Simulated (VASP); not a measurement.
ZrB2: single point with LDA

The system is ZrB2.

```
CELL_PARAMETERS angstrom
3.22650 0.00000 0.00000
-1.61325 2.79423 0.00000
0.00000 0.00000 3.66330
ATOMIC_POSITIONS crystal
Zr 0.00000 0.00000 0.00000
B 0.33333 0.66667 0.50000
B 0.66667 0.33333 0.50000
```

```
Program             : VASP 6.6.1
Task                : single point
Functional          : LDA
Potentials or basis : VASP PAW LDA potentials, release 64 (Zr_sv, B)
Cutoff              : 520 eV
k mesh              : 15 × 15 × 12
Occupations         : gaussian, width 0.15 eV
Spin                : no spin polarisation
```

```
Pressure               : -22.2 GPa
Band gap on the k mesh : zero (band 9 reaches 10.26 eV, above the bottom of band 10 at 9.44 eV)
```

Stress tensor (GPa, compression positive):
```
-21.02   0.00   0.00
  0.00 -21.02   0.00
  0.00   0.00 -24.42
```

Levels at points of the mesh, in eV from the Fermi level:
| k point | band 6 | band 7 | band 8 | band 9 | band 10 | band 11 | band 12 | band 13 |
| --- | --- | --- | --- | --- | --- | --- | --- | --- |
| (0.00, 0.00, 0.00) | -2.47 | -2.42 | -2.34 | -2.34 | 3.09 | 3.09 | 3.69 | 3.69 |
| (0.00, 0.00, 0.50) | -6.70 | -0.82 | -0.82 | 0.47 | 0.47 | 0.73 | 0.73 | 1.37 |

Wall time 52 s on 1 thread of Intel(R) Xeon(R) Platinum 8375C CPU @ 2.90GHz (Ice Lake), on a shared host, peak memory 0.2 GiB.
